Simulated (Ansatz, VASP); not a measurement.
KC: VASP beside Ansatz

```
K C
1.0
     0.00000    3.26946    3.26946
     3.26946    0.00000    3.26946
     3.26946    3.26946    0.00000
K C
1 1
Direct
  0.00000 0.00000 0.00000
  0.25000 0.25000 0.25000
```

Change from the starting cell: species swapped into the BeS type (F-43m, No. 216).

Alike in both runs: functional PBE; k mesh 6 × 6 × 6; occupations gaussian, width 0.1 eV; no spin polarisation.

Ansatz relaxed the structure, and its values are those at the end. VASP's run is a single point on that final structure, the one shown.

```csv
,VASP,Ansatz
version,VASP 6.6.1,Ansatz 0.2.0
potentials or method,"VASP PAW PBE potentials, release 64 (K_sv, C), cutoff 600 eV","scalar-relativistic, plane waves, PAW"
valence electrons in the cell,13,13
```

|  | VASP | Ansatz | Ansatz less VASP |
| --- | --- | --- | --- |
| gap on the k mesh at the Fermi level (eV) | none | none | - |
| pressure (GPa) | 0.3 | 0.2 | -0.03 |

A gap of «none» marks a metal or a gap that the smearing closes. The functional is the same, so the differences come from potentials, cutoffs and numerics.
